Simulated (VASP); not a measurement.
Set up this calculation in VASP 6.6.1, as the native input.

| Property | Result |
| --- | --- |
| Task | single point |
| Functional | PBE |
| Potentials or basis | VASP PAW PBE potentials, release 64 (Ga_d, As) |
| Cutoff | 520 eV |
| k mesh | 10 × 10 × 10 |
| Occupations | gaussian, width 0.05 eV |
| Spin | no spin polarisation |
| Dipole correction | no |
| Further INCAR settings | ALGO = Normal; EDIFF = 1e-06; NBANDS = 16 |

The structure of GaAs lies in POSCAR:

```
GaAs
1.0
    0.0000000000      2.9681925000      2.8975212500
    2.9681925000      0.0000000000      2.8975212500
    2.9681925000      2.9681925000      0.0000000000
Ga As
1 1
Direct
    0.0000000000      0.0000000000      0.0000000000
    0.7500000000      0.7500000000      0.7500000000
```

This cell differs from its parent crystal: strain +0.050 along x and y, +0.025 along z.

The input as run:

INCAR

```
  PREC = Accurate
  ENCUT = 520
  EDIFF = 1E-6
  ISMEAR = 0
  SIGMA = 0.05
  LREAL = F
  LASPH = T
  NELM = 60
  ALGO = Normal
  ISIF = 2
  LWAVE = F
  LCHARG = T
  GGA = PE
  LELF = T
  LVHAR = T
  NBANDS = 16
```

KPOINTS

```
Automatic mesh
0
Gamma
  10 10 10
```

Potentials or basis: VASP PAW PBE potentials, release 64 (Ga_d, As).

Run with:

```bash
$ cat potpaw_PBE.64/Ga_d/POTCAR potpaw_PBE.64/As/POTCAR > POTCAR
$ mpirun -np 1 vasp_std > vasp.out
```

It gave:

| Item | Value |
| --- | --- |
| Pressure | -3.6 GPa |
| Band gap on the k mesh | 0.12 eV |

Caveat: the cell differs from its parent crystal (strain +0.050 along x and y, +0.025 along z); the cell stands under tension.

Wall time 83 s on 1 thread of Intel Xeon 8259CL, on a shared host, peak memory 0.23 GiB.
